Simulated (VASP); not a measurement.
SnC2, 3 atoms in the cell. The structure is tetragonal, space group I4/mmm (No. 139). The conventional cell has a = 3.942 Å, b = 3.942 Å, c = 6.484 Å, α = 90.00°, β = 90.00°, γ = 90.00°. Within 3.4 Å of Sn (site symmetry 4/mmm) lie 10 C at 2.61 to 2.86 Å. Within 1.7 Å of C (site symmetry 4mm) lie 1 C at 1.27 Å. 

```yaml
Program: VASP 6.6.1
Task: single point
Functional: PBE
Potentials_or_basis: VASP PAW PBE potentials, release 64 (Sn_d, C)
Cutoff: 520 eV
k_mesh: 10 × 10 × 10
Occupations: gaussian, width 0.01 eV
Spin: no spin polarisation
Dipole_correction: no
Further_INCAR_settings: ALGO = Normal; EDIFF = 1e-06; NBANDS = 18
```

Potentials or basis: VASP PAW PBE potentials, release 64 (Sn_d, C).

Run with:

```sh
$ cat potpaw_PBE.64/Sn_d/POTCAR potpaw_PBE.64/C/POTCAR > POTCAR
$ mpirun -np 1 vasp_std > vasp.out
```

Hardware: 1 thread of Intel(R) Xeon(R) Platinum 8488C (Sapphire Rapids), on a shared host.

How long does it take, and how much memory?

Run time: 36 s on 1 thread of Intel(R) Xeon(R) Platinum 8488C (Sapphire Rapids), on a shared host, peak memory 0.23 GiB. Counts: scf iterations 14, k points 102.
